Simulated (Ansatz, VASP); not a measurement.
# One calculation of Pd, two programs

```
Pd
1.0
     0.00000    1.89865    1.89865
     1.89865    0.00000    1.89865
     1.89865    1.89865    0.00000
Pd
1
Direct
  0.00000 0.00000 0.00000
```

Change from the starting cell: volume scaled by 0.94, LAPW.

Alike in both runs: task single point; functional PBEsol; k mesh 19 × 19 × 19; occupations fermi-dirac, width 0.05 eV; no spin polarisation.

|  | VASP | Ansatz |
| --- | --- | --- |
| version | VASP 6.6.1 | Ansatz 0.2.0 |
| potentials or method | VASP PAW PBE potentials, release 64 (Pd), cutoff 520 eV | all-electron LAPW, scalar-relativistic |

```tsv
	VASP	Ansatz	Ansatz less VASP
pressure (GPa)	14.5	14.9	+0.40
```

VASP's potentials were made for PBE, not for PBEsol. Ansatz ran all-electron here, and VASP with PAW potentials.
